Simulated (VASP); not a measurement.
# ZnS (Pm-3m) in VASP: further runs

Aim: see how the results for ZnS move with the level of theory and the settings. Levels: r2SCAN, PBE. Tasks: single point, relaxation of cell and atoms.

Everything below comes from runs of VASP 6.6.1. Logs are shortened: lines on timing, memory, paths and dates and some standing lists are left out, and cuts for length are marked.

## 1. The cell of the first run

The structure is cubic, space group Pm-3m (No. 221). Conventional cell: a = 3.179 Å, b = 3.179 Å, c = 3.179 Å, α = 90.00°, β = 90.00°, γ = 90.00°. Within 3.6 Å of Zn (site symmetry m-3m) lie 8 S at 2.75 Å and 6 Zn at 3.18 Å. Within 3.6 Å of S (site symmetry m-3m) lie 8 Zn at 2.75 Å and 6 S at 3.18 Å.

## 2. Single point, r2SCAN

Contents of POSCAR:

```
ZnS
1.0
    3.1792338322      0.0000000000      0.0000000000
    0.0000000000      3.1792338322      0.0000000000
    0.0000000000      0.0000000000      3.1792338322
Zn S
1 1
Direct
    0.0000000000      0.0000000000      0.0000000000
    0.5000000000      0.5000000000      0.5000000000
```

Contents of INCAR.step1:

```
ALGO = Normal
EDIFF = 1E-4
ENCUT = 520
GGA = PE
ISMEAR = -1
LASPH = T
LCHARG = F
LREAL = F
LWAVE = T
NBANDS = 16
NELM = 80
PREC = Accurate
SIGMA = 0.02
```

Contents of INCAR.step2:

```
ALGO = Normal
EDIFF = 1E-7
ENCUT = 520
ISIF = 2
ISMEAR = -1
ISTART = 1
LASPH = T
LCHARG = F
LMIXTAU = T
LREAL = F
LWAVE = F
METAGGA = R2SCAN
NBANDS = 16
NELM = 80
PREC = Accurate
SIGMA = 0.02
```

Contents of KPOINTS:

```
k-points
0
Gamma
  8 8 8
```

Potentials or basis: VASP PAW PBE potentials, release 64 (Zn, S).

Run with:

```console
$ cat potpaw_PBE.64/Zn/POTCAR potpaw_PBE.64/S/POTCAR > POTCAR
$ cp INCAR.step1 INCAR
$ mpirun -np 1 vasp_std > vasp.out
$ cp INCAR.step2 INCAR
$ mpirun -np 1 vasp_std > vasp.out
```

OUTCAR:

```text
EDIFF = 1E-7
   ENCUT = 520
   ISIF = 2
   ISMEAR = -1
   ISTART = 1
   LASPH = T
   LREAL = F
   METAGGA = R2SCAN
   NELM = 80
   PREC = Accurate

 ion  position               nearest neighbor table
   1  0.000  0.000  0.000-   2 2.75   2 2.75   2 2.75   2 2.75   2 2.75   2 2.75   2 2.75   2 2.75

   2  0.500  0.500  0.500-   1 2.75   1 2.75   1 2.75   1 2.75   1 2.75   1 2.75   1 2.75   1 2.75

  LATTYP: Found a simple cubic cell.
 ALAT       =     3.1792338322

  Lattice vectors:

 A1 = (   3.1792338322,   0.0000000000,   0.0000000000)
 A2 = (   0.0000000000,   3.1792338322,   0.0000000000)
 A3 = (   0.0000000000,   0.0000000000,   3.1792338322)

Analysis of symmetry for initial positions (statically):
=====================================================================
 Subroutine PRICEL returns:
 Original cell was already a primitive cell.

 Routine SETGRP: Setting up the symmetry group for a
 simple cubic supercell.

 Subroutine GETGRP returns: Found 48 space group operations
 (whereof 48 operations were pure point group operations)
 out of a pool of 48 trial point group operations.

The static configuration has the point symmetry O_h .

Analysis of symmetry for dynamics (positions and initial velocities):
=====================================================================
 Subroutine PRICEL returns:
 Original cell was already a primitive cell.

 Routine SETGRP: Setting up the symmetry group for a
 simple cubic supercell.

 Subroutine GETGRP returns: Found 48 space group operations
 (whereof 48 operations were pure point group operations)
 out of a pool of 48 trial point group operations.

The dynamic configuration has the point symmetry O_h .

 Subroutine INISYM returns: Found 48 space group operations
 (whereof 48 operations are pure point group operations),
 and found     1 'primitive' translations

----------------------------------------------------------------------------------------

                                     Primitive cell

  volume of cell :      32.1342

  direct lattice vectors                    reciprocal lattice vectors
     3.179233832  0.000000000  0.000000000     0.314541192  0.000000000  0.000000000
     0.000000000  3.179233832  0.000000000     0.000000000  0.314541192  0.000000000
     0.000000000  0.000000000  3.179233832     0.000000000  0.000000000  0.314541192

  length of vectors
     3.179233832  3.179233832  3.179233832     0.314541192  0.314541192  0.314541192

  position of ions in fractional coordinates (direct lattice)
     0.000000000  0.000000000  0.000000000
     0.500000000  0.500000000  0.500000000

  ion indices of the primitive-cell ions
   primitive index   ion index
                 1           1
                 2           2

----------------------------------------------------------------------------------------

 KPOINTS: k-points

Automatic generation of k-mesh.
 Grid dimensions read from file:
 generate k-points for:    8    8    8

 Generating k-lattice:

  Cartesian coordinates                     Fractional coordinates (reciprocal lattice)
     0.039317649  0.000000000  0.000000000     0.125000000  0.000000000  0.000000000
     0.000000000  0.039317649  0.000000000     0.000000000  0.125000000  0.000000000
     0.000000000  0.000000000  0.039317649     0.000000000  0.000000000  0.125000000

  Length of vectors
     0.039317649  0.039317649  0.039317649

  Shift w.r.t. Gamma in fractional coordinates (k-lattice)
     0.000000000  0.000000000  0.000000000

 Subroutine IBZKPT returns following result:
 ===========================================

 Found     35 irreducible k-points:

 Following reciprocal coordinates:
            Coordinates               Weight
  0.000000  0.000000  0.000000      1.000000
  0.125000  0.000000  0.000000      6.000000
  0.250000  0.000000  0.000000      6.000000
  0.375000  0.000000  0.000000      6.000000
  0.500000  0.000000  0.000000      3.000000
  0.125000  0.125000  0.000000     12.000000
[... 16 lines left out ...]
  0.375000  0.375000  0.125000     24.000000
  0.500000  0.375000  0.125000     24.000000
 [... further k-points ...]
   k-points           NKPTS =     35   k-points in BZ     NKDIM =     35   number of bands    NBANDS=     16
   number of dos      NEDOS =    301   number of ions     NIONS =      2
   total plane-waves  NPLWV =  13824
   dimension x,y,z NGX =    24 NGY =   24 NGZ =   24
   dimension x,y,z NGXF=    48 NGYF=   48 NGZF=   48
   ions per type =               1   1
   NGX,Y,Z   is equivalent  to a cutoff of  12.55, 12.55, 12.55 a.u.
   NGXF,Y,Z  is equivalent  to a cutoff of  25.10, 25.10, 25.10 a.u.
 SYSTEM =  unknown system
   PREC   = accura    normal or accurate (medium, high low for compatibility)
   ISTART =      1    job   : 0-new  1-cont  2-samecut
   ICHARG =      0    charge: 1-file 2-atom 10-const
   ISPIN  =      1    spin polarized calculation?
   LNONCOLLINEAR =      F non collinear calculations
   LSORBIT =      F    spin-orbit coupling
   LASPH  =      T    aspherical Exc in radial PAW
   ENCUT  =  520.0 eV  38.22 Ry    6.18 a.u.   5.91  5.91  5.91*2*pi/ulx,y,z
   NELM   =     80;   NELMIN=  2; NELMDL=  0     # of ELM steps
   EDIFF  = 0.1E-06   stopping-criterion for ELM
   LREAL  =      F    real-space projection
   EDIFFG = 0.1E-05   stopping-criterion for IOM
   NSW    =      0    number of steps for IOM
   IBRION =     -1    ionic relax: 0-MD 1-quasi-New 2-CG
   NFREE  =      0    steps in history (QN), initial steepest desc. (CG)
   ISIF   =      2    stress and relaxation
   ISYM   =      2    0-nonsym 1-usesym 2-fastsym
   POTIM  = 0.5000    time-step for ionic-motion
   TEBEG  =    0.0;   TEEND  =   0.0 temperature during run
   PSTRESS=    0.0 pullay stress
   NELECT =      18.0000    total number of electrons
   NUPDOWN=      -1.0000    fix difference up-down
   EMIN   =  10.00;   EMAX   =-10.00  energy-range for DOS
   EFERMI =   0.00;   METHOD = LEGACY
   ISMEAR =    -1;   SIGMA  =   0.02  broadening in eV -4-tet -1-fermi 0-gaus
   EFERMI_NEDOS =   21; number of points for ismear=-14 and -15
   IALGO  =     38    algorithm
   IMIX   =      4    mixing-type and parameters
     AMIX     =   0.40;   BMIX     =  1.00
     AMIX_MAG =   1.60;   BMIX_MAG =  1.00
  volume/ion in A,a.u.               =      16.07       108.43
  Fermi-wavevector in a.u.,A,eV,Ry     =   1.349511  2.550207 24.778669  1.821181
  Thomas-Fermi vector in A             =   2.477092
   LORBIT       =      0    0 simple, 1 ext, 2 COOP (PROOUT), +10 PAW based schemes
   METAGGA = R2SCAN    functional components
   LHFCALC =     F    Hartree Fock is set to
   AEXX    =    0.0000 exact exchange contribution
   IVDW    =     0    specifies the selected vdW correction
   LEPSILON=     F    determine dielectric tensor
   LRPA    =     F    only Hartree local field effects (RPA)
 non-spin polarized calculation
  energy-cutoff  :      520.00
  volume of cell :       32.13
 maximum number of plane-waves:       912
 NGX is ok and might be reduce to    24
   NGX = 11   NGY = 11   NGZ = 11

 number of electron      18.0000036 magnetization

 Free energy of the ion-electron system (eV)
  ---------------------------------------------------
  ext. energy  EPLUGINS =         0.00000000
  ---------------------------------------------------
  free energy    TOTEN  =       -16.70811570 eV

  energy without entropy =      -16.70586932  energy(sigma->0) =      -16.70699251

 E-fermi :   4.8433     XC(G=0): -11.7261

 val. band max:        4.8167407564   @ k =   0.3750   0.2500   0.0000
 cond. band min:       4.8609989668   @ k =   0.5000   0.1250   0.0000
 fundamental gap:      0.0442582105
 Fermi energy:         4.8433134367

 k-point     1 :       0.0000    0.0000    0.0000
  band No.  band energies     occupation
      1     -10.3845      2.00000
      2      -2.8444      2.00000
      3      -2.8444      2.00000
      4      -2.4662      2.00000
      5      -2.4662      2.00000
      6      -2.4662      2.00000
[... 8 lines left out ...]
     15      17.7860      0.00000
     16      20.4804      0.00000

 k-point     2 :       0.1250    0.0000    0.0000
  band No.  band energies     occupation
      1     -10.2193      2.00000
      2      -2.8354      2.00000
      3      -2.8290      2.00000
      4      -2.5019      2.00000
      5      -2.5019      2.00000
      6      -2.4631      2.00000
[... 8 lines left out ...]
     15      17.1112      0.00000
     16      20.5646      0.00000

 k-point     3 :       0.2500    0.0000    0.0000
  band No.  band energies     occupation
      1      -9.7639      2.00000
      2      -2.8567      2.00000
      3      -2.8135      2.00000
      4      -2.5840      2.00000
      5      -2.5840      2.00000
      6      -2.4557      2.00000
[... 8 lines left out ...]
     15      17.3544      0.00000
     16      20.2621      0.00000

 k-point     4 :       0.3750    0.0000    0.0000
  band No.  band energies     occupation
      1      -9.1840      2.00000
      2      -3.2013      2.00000
      3      -2.7915      2.00000
      4      -2.6614      2.00000
      5      -2.6614      2.00000
      6      -2.4482      2.00000
[... 8 lines left out ...]
     15      18.2800      0.00000
     16      20.4323      0.00000
[... 324 lines left out ...]
 k-point    22 :       0.5000    0.2500    0.1250
  band No.  band energies     occupation
      1      -8.3128      2.00000
      2      -2.9447      2.00000
      3      -2.7885      2.00000
      4      -2.6546      2.00000
      5      -2.5176      2.00000
      6      -2.4737      2.00000
[... 8 lines left out ...]
     15      17.7026      0.00000
     16      19.3407      0.00000

 k-point    23 :       0.3750    0.3750    0.1250
  band No.  band energies     occupation
      1      -8.1387      2.00000
      2      -2.8428      2.00000
      3      -2.7002      2.00000
      4      -2.6558      2.00000
      5      -2.4448      2.00000
      6      -2.4296      2.00000
[... 8 lines left out ...]
     15      18.5584      0.00000
     16      18.8571      0.00000

 k-point    24 :       0.5000    0.3750    0.1250
  band No.  band energies     occupation
      1      -7.9362      2.00000
      2      -2.7669      2.00000
      3      -2.7603      2.00000
      4      -2.6463      2.00000
      5      -2.4034      2.00000
      6      -2.3716      2.00000
[... 8 lines left out ...]
     15      18.5330      0.00000
     16      18.6792      0.00000

 [... further k-points ...]
[... 5 lines left out ...]
  --------------------------------------------------------------------------------------
  -------------------------------------------------------------------------------------
  Total       -0.0018915     -0.0018915     -0.0018915      0.0000000      0.0000000      0.0000000
  in kB       -0.0943066     -0.0943066     -0.0943066      0.0000000      0.0000000      0.0000000
  external PRESSURE =      -0.0943066 kB  Pullay stress =       0.0000000 kB

 VOLUME and BASIS-vectors are now :
 -----------------------------------------------------------------------------
  energy-cutoff  :      520.00
  volume of cell :       32.13
      direct lattice vectors                 reciprocal lattice vectors
     3.179233832  0.000000000  0.000000000     0.314541192  0.000000000  0.000000000
     0.000000000  3.179233832  0.000000000     0.000000000  0.314541192  0.000000000
     0.000000000  0.000000000  3.179233832     0.000000000  0.000000000  0.314541192

 POSITION                                       TOTAL-FORCE (eV/Angst)
 -----------------------------------------------------------------------------------
      0.00000      0.00000      0.00000         0.000000      0.000000      0.000000
      1.58962      1.58962      1.58962         0.000000      0.000000      0.000000
 -----------------------------------------------------------------------------------
    total drift:                                0.000000      0.000000     -0.000000

  FREE ENERGIE OF THE ION-ELECTRON SYSTEM (eV)
  ---------------------------------------------------
  free  energy   TOTEN  =       -16.7081157009 eV

  energy  without entropy=      -16.7058693179  energy(sigma->0) =      -16.70699251
```

It took 39 s on 1 thread of Intel Xeon 6975P-C, shared host; peak memory 0.15 GiB.

Results:

| Property | Result |
| --- | --- |
| Free energy | -16.7081 eV |
| Pressure | 0.0 GPa |
| Band gap on the k mesh | zero (band 9 reaches 4.98 eV, above the bottom of band 10 at 3.98 eV) |

Caveat: the PAW data sets were made with another functional, which shifts forces and pressure a little.

## 3. Single point, r2SCAN

POSCAR is that of step 2.

Contents of INCAR.step1:

```
SYSTEM = ZnS
  ALGO = Normal
  EDIFF = 1E-4
  ENCUT = 520
  GGA = PE
  ISMEAR = -1
  LASPH = .True.
  LCHARG = .False.
  LREAL = .False.
  LWAVE = .True.
  NBANDS = 16
  NELM = 80
  PREC = Accurate
  SIGMA = 0.02
```

Contents of INCAR.step2:

```
SYSTEM = ZnS
  ALGO = Normal
  EDIFF = 1E-7
  ENCUT = 520
  ISIF = 2
  ISMEAR = -1
  ISTART = 1
  LASPH = .True.
  LCHARG = .False.
  LMIXTAU = .True.
  LREAL = .False.
  LWAVE = .False.
  METAGGA = R2SCAN
  NBANDS = 16
  NELM = 80
  PREC = Accurate
  SIGMA = 0.02
```

Contents of KPOINTS:

```
k-points
0
Gamma
  8 8 8
  0 0 0
```

Potentials or basis: VASP PAW PBE potentials, release 64 (Zn, S).

Run with:

```console
$ cat potpaw_PBE.64/Zn/POTCAR potpaw_PBE.64/S/POTCAR > POTCAR
$ cp INCAR.step1 INCAR
$ mpirun -np 1 vasp_std > vasp.out
$ cp INCAR.step2 INCAR
$ mpirun -np 1 vasp_std > vasp.out
```

It took 36 s on 1 thread of Intel Xeon 6975P-C, shared host; peak memory 0.15 GiB.

It converged, with:

| Quantity | Value |
| --- | --- |
| Free energy | -16.7081 eV |
| Pressure | 0.0 GPa |
| Band gap on the k mesh | zero (band 9 reaches 4.98 eV, above the bottom of band 10 at 3.98 eV) |

Levels at points of the mesh, in eV from the Fermi level:
| k point | band 5 | band 6 | band 7 | band 8 | band 9 | band 10 | band 11 | band 12 | band 13 | band 14 |
| --- | --- | --- | --- | --- | --- | --- | --- | --- | --- | --- |
| (0.00, 0.00, 0.00) | -7.31 | -7.31 | -1.47 | -1.47 | -1.47 | -0.17 | 6.45 | 6.45 | 12.94 | 12.94 |
| (0.50, 0.00, 0.00) | -7.54 | -7.29 | -6.64 | -0.03 | -0.03 | 4.35 | 5.26 | 7.47 | 7.47 | 8.04 |
| (0.50, 0.50, 0.00) | -7.18 | -7.07 | -5.58 | -5.58 | -1.69 | 0.33 | 9.04 | 9.04 | 9.68 | 11.51 |
| (0.50, 0.50, 0.50) | -7.17 | -7.17 | -2.91 | -2.91 | -2.91 | 1.42 | 1.42 | 1.42 | 2.53 | 20.24 |

Caveat: the PAW data sets were made with another functional, which shifts forces and pressure a little.

(Part 1 of 2 ends here.)
